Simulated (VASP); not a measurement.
# Ti: electric field gradients with PBEsol

Ti:

```
Ti
1.0
     2.91013    0.00000    0.00000
    -1.45506    2.52024    0.00000
     0.00000    0.00000    4.62267
Ti
2
Direct
  0.33333 0.66667 0.25000
  0.66667 0.33333 0.75000
```

This cell differs from its parent crystal: functional pbesol, volume scaled by 0.96.

```yaml
Program: VASP 6.6.1
Task: electric field gradients
Functional: PBEsol
Potentials_or_basis: VASP PAW PBE potentials, release 64 (Ti_sv)
Cutoff: 520 eV
k_mesh: 14 × 14 × 8
Occupations: fermi-dirac, width 0.05 eV
Spin: no spin polarisation
Dipole_correction: no
Further_INCAR_settings: ALGO = Normal; EDIFF = 1e-08; NBANDS = 19
```

```yaml
Pressure: -1.8 GPa
Band_gap_on_the_k_mesh: zero (band 12 reaches 9.26 eV, above the bottom of band 13 at 8.21 eV)
```

Stress tensor (GPa, compression positive):
```
-1.67  0.00  0.00
 0.00 -1.67  0.00
 0.00  0.00 -2.14
```

Levels at points of the mesh, in eV from the Fermi level:
| k point | band 10 | band 11 | band 12 | band 13 | band 14 | band 15 |
| --- | --- | --- | --- | --- | --- | --- |
| (0.00, 0.00, 0.00) | -2.76 | 0.79 | 0.79 | 0.82 | 0.89 | 1.30 |
| (0.50, 0.00, 0.00) | -2.23 | -1.92 | -0.58 | 0.49 | 0.63 | 1.20 |
| (0.00, 0.00, 0.50) | -4.38 | 0.08 | 0.08 | 0.70 | 0.70 | 0.70 |
| (0.50, 0.00, 0.50) | -2.62 | -0.85 | -0.85 | 1.40 | 1.40 | 1.78 |

Electric field gradients, principal values (V/Å²):
| atom | least | middle | greatest (by size) |
| --- | --- | --- | --- |
| 1 Ti | -9.181 | -9.183 | 18.364 |
| 2 Ti | -9.181 | -9.183 | 18.364 |

Run time: 49 s on 1 thread of Intel(R) Xeon(R) Platinum 8488C (Sapphire Rapids) (shared host), peak memory 0.2 GiB.

Caveat: without QUAD_EFG the Cq values of the log hold for a quadrupole moment of 1 mb, not for the nuclei; the PAW data sets were made with another functional, which shifts forces and pressure a little.
